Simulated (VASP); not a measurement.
# ZnSe (I-4m2) in VASP: notebook

The runs below take ZnSe through single point, with PBE.

All numbers are computed with VASP 6.6.1; they aren't measurements. Logs are shortened: lines on timing, memory, paths and dates and some standing lists are left out, and cuts for length are marked.

**1. The cell of the first run**

Symmetry: I-4m2, No. 119, tetragonal system. Conventional cell: a = 3.891 Å, b = 3.891 Å, c = 5.961 Å, α = 90.00°, β = 90.00°, γ = 90.00°. Within 3.2 Å of Zn (site symmetry -4m2) lie 4 Se at 2.45 Å. Within 3.2 Å of Se (site symmetry -4m2) lie 4 Zn at 2.45 Å.

**2. Single point, PBE (strain -0.040 along x and y, +0.040 along z)**

INCAR reads:

```
SYSTEM = ZnSe
ALGO = Normal
EDIFF = 1E-6
ENCUT = 520
GGA = PE
ISIF = 2
ISMEAR = 0
LASPH = .TRUE.
LCHARG = .TRUE.
LELF = .TRUE.
LREAL = .FALSE.
LVHAR = .TRUE.
LWAVE = .FALSE.
NBANDS = 16
NELM = 60
PREC = Accurate
SIGMA = 0.05
```

KPOINTS reads:

```
k-points
0
G
  8 8 8
  0 0 0
```

POSCAR reads:

```
ZnSe
1.0
    0.0000000000      2.7512833347      2.9805569459
    2.7512833347      0.0000000000      2.9805569459
    2.7512833347      2.7512833347      0.0000000000
Zn Se
1 1
Direct
    0.0000000000      0.0000000000      0.0000000000
    0.7500000000      0.7500000000      0.7500000000
```

Potentials or basis: VASP PAW PBE potentials, release 64 (Zn, Se).

The run is started by

```
$ cat potpaw_PBE.64/Zn/POTCAR potpaw_PBE.64/Se/POTCAR > POTCAR
$ mpirun -np 1 vasp_std > vasp.out
```

OUTCAR:

```text
SYSTEM = ZnSe
   EDIFF = 1E-6
   ENCUT = 520
   GGA = PE
   ISIF = 2
   ISMEAR = 0
   LASPH = .TRUE.
   LREAL = .FALSE.
   NELM = 60
   PREC = Accurate

 ion  position               nearest neighbor table
   1  0.000  0.000  0.000-   2 2.45   2 2.45   2 2.45   2 2.45
   2  0.750  0.750  0.750-   1 2.45   1 2.45   1 2.45   1 2.45

  LATTYP: Found a body centered tetragonal cell.
 ALAT       =     3.8909022059
 C/A-ratio  =     1.5320646926

  Lattice vectors:

 A1 = (  -2.7512833347,   0.0000000000,   2.9805569459)
 A2 = (   2.7512833347,   0.0000000000,   2.9805569459)
 A3 = (   0.0000000000,   2.7512833347,  -2.9805569459)

Analysis of symmetry for initial positions (statically):
=====================================================================
 Subroutine PRICEL returns:
 Original cell was already a primitive cell.

 Routine SETGRP: Setting up the symmetry group for a
 body centered tetragonal supercell.

 Subroutine GETGRP returns: Found  8 space group operations
 (whereof  8 operations were pure point group operations)
 out of a pool of 16 trial point group operations.

The static configuration has the point symmetry D_2d.

Analysis of symmetry for dynamics (positions and initial velocities):
=====================================================================
 Subroutine PRICEL returns:
 Original cell was already a primitive cell.

 Routine SETGRP: Setting up the symmetry group for a
 body centered tetragonal supercell.

 Subroutine GETGRP returns: Found  8 space group operations
 (whereof  8 operations were pure point group operations)
 out of a pool of 16 trial point group operations.

The dynamic configuration has the point symmetry D_2d.

 Subroutine INISYM returns: Found  8 space group operations
 (whereof  8 operations are pure point group operations),
 and found     1 'primitive' translations

----------------------------------------------------------------------------------------

                                     Primitive cell

  volume of cell :      45.1230

  direct lattice vectors                    reciprocal lattice vectors
     0.000000000  2.751283335  2.980556946    -0.181733373  0.181733373  0.167753883
     2.751283335  0.000000000  2.980556946     0.181733373 -0.181733373  0.167753883
     2.751283335  2.751283335  0.000000000     0.181733373  0.181733373 -0.167753883

  length of vectors
     4.056264254  4.056264254  3.890902206     0.306912696  0.306912696  0.306912696

  position of ions in fractional coordinates (direct lattice)
     0.000000000  0.000000000  0.000000000
     0.750000000  0.750000000  0.750000000

  ion indices of the primitive-cell ions
   primitive index   ion index
                 1           1
                 2           2

----------------------------------------------------------------------------------------

 KPOINTS: k-points

Automatic generation of k-mesh.
 Grid dimensions read from file:
 generate k-points for:    8    8    8

 Generating k-lattice:

  Cartesian coordinates                     Fractional coordinates (reciprocal lattice)
    -0.022716672  0.022716672  0.020969235     0.125000000  0.000000000  0.000000000
     0.022716672 -0.022716672  0.020969235     0.000000000  0.125000000  0.000000000
     0.022716672  0.022716672 -0.020969235     0.000000000  0.000000000  0.125000000

  Length of vectors
     0.038364087  0.038364087  0.038364087

  Shift w.r.t. Gamma in fractional coordinates (k-lattice)
     0.000000000  0.000000000  0.000000000

 Subroutine IBZKPT returns following result:
 ===========================================

 Found     59 irreducible k-points:

 Following reciprocal coordinates:
            Coordinates               Weight
  0.000000  0.000000  0.000000      1.000000
  0.125000 -0.000000  0.000000      8.000000
  0.250000 -0.000000  0.000000      8.000000
  0.375000 -0.000000  0.000000      8.000000
  0.500000 -0.000000  0.000000      4.000000
  0.125000  0.125000  0.000000      2.000000
[... 16 lines left out ...]
  0.250000 -0.000000  0.125000     16.000000
[... 43 lines left out ...]

 val. band max:        1.7949964867   @ k =   0.0000   0.0000   0.0000
 cond. band min:       2.9776164152   @ k =   0.0000   0.0000   0.0000
 fundamental gap:      1.1826199286
 Fermi energy:         2.0343072787

 k-point     1 :       0.0000    0.0000    0.0000
  band No.  band energies     occupation
      1     -11.6159      2.00000
      2      -4.9122      2.00000
      3      -4.8721      2.00000
      4      -4.8721      2.00000
      5      -4.5231      2.00000
      6      -4.5088      2.00000
[... 8 lines left out ...]
     15      12.3664      0.00000
     16      13.6694      0.00000

 k-point     2 :       0.1250   -0.0000    0.0000
  band No.  band energies     occupation
      1     -11.5130      2.00000
      2      -4.9006      2.00000
      3      -4.8636      2.00000
      4      -4.8553      2.00000
      5      -4.5221      2.00000
      6      -4.5121      2.00000
[... 8 lines left out ...]
     15      12.6010      0.00000
     16      12.9238      0.00000

 k-point     3 :       0.2500   -0.0000    0.0000
  band No.  band energies     occupation
      1     -11.2455      2.00000
      2      -4.8640      2.00000
      3      -4.8177      2.00000
      4      -4.8173      2.00000
      5      -4.5161      2.00000
      6      -4.5133      2.00000
[... 8 lines left out ...]
     15      12.3742      0.00000
     16      12.7508      0.00000

 k-point     4 :       0.3750   -0.0000    0.0000
  band No.  band energies     occupation
      1     -10.9444      2.00000
      2      -4.8326      2.00000
      3      -4.7853      2.00000
      4      -4.6396      2.00000
      5      -4.5125      2.00000
      6      -4.4901      2.00000
[... 8 lines left out ...]
     15      13.1751      0.00000
     16      13.5800      0.00000
[... 324 lines left out ...]
 k-point    22 :       0.1250    0.0000    0.1250
  band No.  band energies     occupation
      1     -11.4720      2.00000
      2      -4.8846      2.00000
      3      -4.8836      2.00000
      4      -4.8419      2.00000
      5      -4.5230      2.00000
      6      -4.5107      2.00000
[... 8 lines left out ...]
     15      12.6752      0.00000
     16      13.2411      0.00000

 k-point    23 :       0.2500   -0.0000    0.1250
  band No.  band energies     occupation
      1     -11.2536      2.00000
      2      -4.8748      2.00000
      3      -4.8444      2.00000
      4      -4.8015      2.00000
      5      -4.5281      2.00000
      6      -4.5012      2.00000
[... 8 lines left out ...]
     15      12.7754      0.00000
     16      14.0568      0.00000

 k-point    24 :       0.3750   -0.0000    0.1250
  band No.  band energies     occupation
      1     -10.9586      2.00000
      2      -4.8286      2.00000
      3      -4.7884      2.00000
      4      -4.7172      2.00000
      5      -4.5145      2.00000
      6      -4.4800      2.00000
[... 8 lines left out ...]
     15      13.3762      0.00000
     16      14.3002      0.00000

 [... further k-points ...]

------------------------ aborting loop because EDIFF is reached ----------------------------------------

  FORCE on cell =-STRESS in cart. coord.  units (eV):
  Direction    XX          YY          ZZ          XY          YZ          ZX
  --------------------------------------------------------------------------------------
  -------------------------------------------------------------------------------------
  Total        1.0840269      1.0840269      0.2032518      0.0000000     -0.0000000      0.0000000
  in kB       38.4904150     38.4904150      7.2168389      0.0000000     -0.0000000      0.0000000
  external PRESSURE =      28.0658896 kB  Pullay stress =       0.0000000 kB

 VOLUME and BASIS-vectors are now :
 -----------------------------------------------------------------------------
  energy-cutoff  :      520.00
  volume of cell :       45.12
      direct lattice vectors                 reciprocal lattice vectors
     0.000000000  2.751283335  2.980556946    -0.181733373  0.181733373  0.167753883
     2.751283335  0.000000000  2.980556946     0.181733373 -0.181733373  0.167753883
     2.751283335  2.751283335  0.000000000     0.181733373  0.181733373 -0.167753883

 POSITION                                       TOTAL-FORCE (eV/Angst)
 -----------------------------------------------------------------------------------
      0.00000      0.00000      0.00000         0.000000      0.000000      0.000000
      4.12693      4.12693      4.47084        -0.000000     -0.000000     -0.000000
 -----------------------------------------------------------------------------------
    total drift:                                0.000001      0.000001      0.000000

  FREE ENERGIE OF THE ION-ELECTRON SYSTEM (eV)
  ---------------------------------------------------
  free  energy   TOTEN  =        -5.9913769988 eV

  energy  without entropy=       -5.9913769988  energy(sigma->0) =       -5.99137700
```

Wall time 24 s (1 thread of Intel Xeon Platinum 8488C (Sapphire Rapids), shared host); peak memory 0.19 GiB.

What came out:

| Quantity | Value |
| --- | --- |
| Free energy | -5.9914 eV |
| Pressure | 2.8 GPa |
| Band gap on the k mesh | 1.18 eV |

Stress tensor (GPa, compression positive):
```
3.85 0.00 0.00
0.00 3.85 0.00
0.00 0.00 0.72
```

Levels at points of the mesh, in eV from the valence-band top:
```tsv
k point	band 5	band 6	band 7	band 8	band 9	band 10	band 11	band 12	band 13	band 14
(0.00, 0.00, 0.00)	-6.32	-6.30	-0.35	0.00	0.00	1.18	5.72	5.72	5.75	9.80
(0.50, 0.00, 0.00)	-6.29	-6.15	-5.37	-1.23	-0.73	2.36	6.07	6.61	8.52	10.82
(0.50, 0.50, 0.00)	-6.27	-6.19	-5.19	-2.02	-2.02	3.13	3.85	10.15	11.22	11.22
(0.50, 0.00, 0.50)	-6.26	-6.10	-4.73	-2.52	-2.37	2.74	3.12	10.57	10.84	11.29
```

Caveat: the cell differs from its parent crystal (strain -0.040 along x and y, +0.040 along z).

**3. Single point, PBE (strain -0.040 along x and y, +0.080 along z)**

INCAR reads:

```
SYSTEM = ZnSe
PREC = Accurate
ENCUT = 520
EDIFF = 1E-7
ISMEAR = 0
SIGMA = 0.05
LREAL = .FALSE.
LASPH = .TRUE.
NELM = 80
ALGO = Normal
ISIF = 2
LWAVE = .FALSE.
LCHARG = .FALSE.
GGA = PE
NBANDS = 16
```

KPOINTS reads:

```
Automatic mesh
0
G
  8 8 8
  0 0 0
```

POSCAR reads:

```
ZnSe
1.0
    0.0000000000      2.7512833347      3.0951937515
    2.7512833347      0.0000000000      3.0951937515
    2.7512833347      2.7512833347      0.0000000000
Zn Se
1 1
Direct
    0.0000000000      0.0000000000      0.0000000000
    0.7500000000      0.7500000000      0.7500000000
```

Potentials or basis: VASP PAW PBE potentials, release 64 (Zn, Se).

The run is started by

```
$ cat potpaw_PBE.64/Zn/POTCAR potpaw_PBE.64/Se/POTCAR > POTCAR
$ mpirun -np 1 vasp_std > vasp.out
```

It took 20 s on 1 thread of Intel Xeon Platinum 8488C (Sapphire Rapids), shared host; peak memory 0.2 GiB.

It converged, with:

```
Free energy            : -5.9785 eV
Pressure               : 0.3 GPa
Band gap on the k mesh : 0.93 eV
```

Stress tensor (GPa, compression positive):
```
 1.95  0.00  0.00
 0.00  1.95  0.00
 0.00  0.00 -3.02
```

Levels at points of the mesh, in eV from the valence-band top:
```
           k point  band 6  band 7  band 8  band 9  band 10  band 11  band 12  band 13
(0.00, 0.00, 0.00)   -6.26   -0.53    0.00    0.00     0.93     5.71     5.71     5.77
(0.50, 0.00, 0.00)   -6.13   -5.16   -1.33   -0.62     2.16     6.02     6.71     8.37
(0.50, 0.50, 0.00)   -6.19   -5.20   -1.80   -1.80     3.29     4.01     9.58    10.90
(0.50, 0.00, 0.50)   -6.06   -4.53   -2.50   -2.30     2.74     2.97     9.94    10.49
```

Caveat: the cell differs from its parent crystal (strain -0.040 along x and y, +0.080 along z).

**4. Single point, PBE (strain +0.040 along x and y, -0.080 along z)**

INCAR reads:

```
SYSTEM = ZnSe
ALGO     = Normal         ! electronic algorithm
EDIFF    = 1E-6           ! SCF threshold, eV
ENCUT    = 520            ! plane-wave cutoff, eV
GGA      = PE             ! functional
ISIF     = 2              ! what is computed and relaxed
ISMEAR   = 0              ! smearing method
LASPH    = .True.         ! aspherical terms in the spheres
LCHARG   = .True.         ! write CHGCAR
LELF     = .True.         ! ELF
LREAL    = .False.        ! projectors in reciprocal space
LVHAR    = .True.       
LWAVE    = .False.        ! write WAVECAR
NBANDS   = 16             ! bands
NELM     = 60             ! most SCF steps
PREC     = Accurate       ! precision mode
SIGMA    = 0.05           ! smearing width, eV
```

KPOINTS reads:

```
k-points
0
Gamma
  8 8 8
  0 0 0
```

POSCAR reads:

```
ZnSe
1.0
    0.0000000000      2.9805569459      2.6366465291
    2.9805569459      0.0000000000      2.6366465291
    2.9805569459      2.9805569459      0.0000000000
Zn Se
1 1
Direct
    0.0000000000      0.0000000000      0.0000000000
    0.7500000000      0.7500000000      0.7500000000
```

The run is started by

```
$ cat potpaw_PBE.64/Zn/POTCAR potpaw_PBE.64/Se/POTCAR > POTCAR
$ mpirun -np 1 vasp_std > vasp.out
```

Run time: 22 s. Hardware: 1 thread of Intel Xeon Platinum 8488C (Sapphire Rapids), shared host; peak memory 0.2 GiB.

The run converged. Its results:

- Free energy: -5.9888 eV
- Pressure: 0.2 GPa
- Band gap on the k mesh: 0.90 eV

Stress tensor (GPa, compression positive):
```
-0.89  0.00  0.00
 0.00 -0.89  0.00
 0.00  0.00  2.43
```

Levels at points of the mesh, in eV from the valence-band top:
```csv
k point,band 6,band 7,band 8,band 9,band 10,band 11,band 12,band 13
"(0.00, 0.00, 0.00)",-6.31,-0.34,-0.34,0.00,0.90,5.65,5.71,5.71
"(0.50, 0.00, 0.00)",-6.18,-5.21,-1.34,-0.73,2.13,5.74,6.83,8.36
"(0.50, 0.50, 0.00)",-6.06,-4.35,-2.68,-2.68,2.50,2.57,10.74,10.74
"(0.50, 0.00, 0.50)",-6.20,-5.03,-2.13,-1.93,3.03,3.66,9.78,9.99
```

Caveat: the cell differs from its parent crystal (strain +0.040 along x and y, -0.080 along z).

**5. Single point, PBE (strain +0.040 along x and y, -0.040 along z)**

INCAR reads:

```
SYSTEM = ZnSe
ALGO = Normal
EDIFF = 1E-6
ENCUT = 520
GGA = PE
ISIF = 2
ISMEAR = 0
LASPH = .True.
LCHARG = .True.
LELF = .True.
LREAL = .False.
LVHAR = .True.
LWAVE = .False.
NBANDS = 16
NELM = 80
PREC = Accurate
SIGMA = 0.05
```

KPOINTS is that of step 4.

POSCAR reads:

```
ZnSe
1.0
    0.0000000000      2.9805569459      2.7512833347
    2.9805569459      0.0000000000      2.7512833347
    2.9805569459      2.9805569459      0.0000000000
Zn Se
1 1
Direct
    0.0000000000      0.0000000000      0.0000000000
    0.7500000000      0.7500000000      0.7500000000
```

The run is started by

```
$ cat potpaw_PBE.64/Zn/POTCAR potpaw_PBE.64/Se/POTCAR > POTCAR
$ mpirun -np 1 vasp_std > vasp.out
```

Wall time 24 s (1 thread of Intel Xeon Platinum 8488C (Sapphire Rapids), shared host); peak memory 0.2 GiB.

The run converged. Its results:

- Free energy: -6.0027 eV
- Pressure: -1.8 GPa
- Band gap on the k mesh: 0.83 eV

Stress tensor (GPa, compression positive):
```
-2.66  0.00  0.00
 0.00 -2.66  0.00
 0.00  0.00 -0.23
```

Levels at points of the mesh, in eV from the valence-band top:
| k point | band 7 | band 8 | band 9 | band 10 | band 11 | band 12 |
| --- | --- | --- | --- | --- | --- | --- |
| (0.00, 0.00, 0.00) | -0.24 | -0.24 | 0.00 | 0.83 | 5.67 | 5.72 |
| (0.50, 0.00, 0.00) | -4.92 | -1.12 | -0.72 | 2.21 | 5.96 | 6.60 |
| (0.50, 0.50, 0.00) | -4.30 | -2.34 | -2.34 | 2.81 | 2.82 | 10.52 |
| (0.50, 0.00, 0.50) | -4.73 | -2.00 | -1.88 | 3.10 | 3.54 | 9.78 |

Caveat: the cell differs from its parent crystal (strain +0.040 along x and y, -0.040 along z).

**6. Single point, PBE (strain +0.080 along x and y, -0.080 along z)**

INCAR reads:

```
PREC     = Accurate       # precision mode
ENCUT    = 520            # plane-wave cutoff, eV
EDIFF    = 1E-7           # SCF threshold, eV
ISMEAR   = 0              # smearing method
SIGMA    = 0.05           # smearing width, eV
LREAL    = F              # projectors in reciprocal space
LASPH    = T              # aspherical terms in the spheres
NELM     = 60             # most SCF steps
ALGO     = Normal         # electronic algorithm
ISIF     = 2              # what is computed and relaxed
LWAVE    = F              # write WAVECAR
LCHARG   = F              # write CHGCAR
GGA      = PE             # functional
NBANDS   = 16             # bands
```

KPOINTS reads:

```
regular mesh
0
Gamma
  8 8 8
```

POSCAR reads:

```
ZnSe
1.0
    0.0000000000      3.0951937515      2.6366465291
    3.0951937515      0.0000000000      2.6366465291
    3.0951937515      3.0951937515      0.0000000000
Zn Se
1 1
Direct
    0.0000000000      0.0000000000      0.0000000000
    0.7500000000      0.7500000000      0.7500000000
```

Potentials or basis: VASP PAW PBE potentials, release 64 (Zn, Se).

The run is started by

```
$ cat potpaw_PBE.64/Zn/POTCAR potpaw_PBE.64/Se/POTCAR > POTCAR
$ mpirun -np 1 vasp_std > vasp.out
```

Run time: 28 s. Hardware: 1 thread of Intel Xeon Platinum 8488C (Sapphire Rapids), shared host; peak memory 0.21 GiB.

Results (log left out):

```
Free energy            : -5.9176 eV
Pressure               : -3.6 GPa
Band gap on the k mesh : 0.54 eV
```

Stress tensor (GPa, compression positive):
```
-5.04  0.00  0.00
 0.00 -5.04  0.00
 0.00  0.00 -0.68
```

Levels at points of the mesh, in eV from the valence-band top:
```
           k point  band 5  band 6  band 7  band 8  band 9  band 10  band 11  band 12  band 13  band 14
(0.00, 0.00, 0.00)   -6.20   -6.19   -0.40   -0.40    0.00     0.54     5.65     5.76     5.76     9.29
(0.50, 0.00, 0.00)   -6.16   -6.08   -4.77   -1.31   -0.62     1.92     5.64     6.90     8.07    10.09
(0.50, 0.50, 0.00)   -6.14   -5.96   -3.94   -2.52   -2.52     2.26     2.70    10.18    10.18    10.54
(0.50, 0.00, 0.50)   -6.19   -6.11   -4.77   -1.85   -1.63     3.18     3.69     9.11     9.27    10.17
```

Caveat: the cell differs from its parent crystal (strain +0.080 along x and y, -0.080 along z); the cell stands under tension.

**7. The runs side by side**

| cell | gap on the mesh (eV) | pressure (GPa) |
| --- | --- | --- |
| a = 4.056, b = 4.056, c = 3.891 Å, angles 61.3, 61.3, 57.3°, 2 atoms | 1.18 | 2.8 |
| a = 4.141, b = 4.141, c = 3.891 Å, angles 62.0, 62.0, 56.0°, 2 atoms | 0.93 | 0.3 |
| a = 3.979, b = 3.979, c = 4.215 Å, angles 58.0, 58.0, 64.0°, 2 atoms | 0.90 | 0.2 |
| a = 4.056, b = 4.056, c = 4.215 Å, angles 58.7, 58.7, 62.6°, 2 atoms | 0.83 | -1.8 |
| a = 4.066, b = 4.066, c = 4.377 Å, angles 57.4, 57.4, 65.1°, 2 atoms | 0.54 | -3.6 |

Alike in all rows: task single point; level PBE; potentials or basis VASP PAW PBE potentials, release 64 (Zn, Se); no spin polarisation; k mesh 8 × 8 × 8; cutoff (eV) 520; smearing gaussian 0.05 eV.

Caveats: the cell stands under tension (at least some runs).

Absolute energies hang on the potentials; compare differences alone.
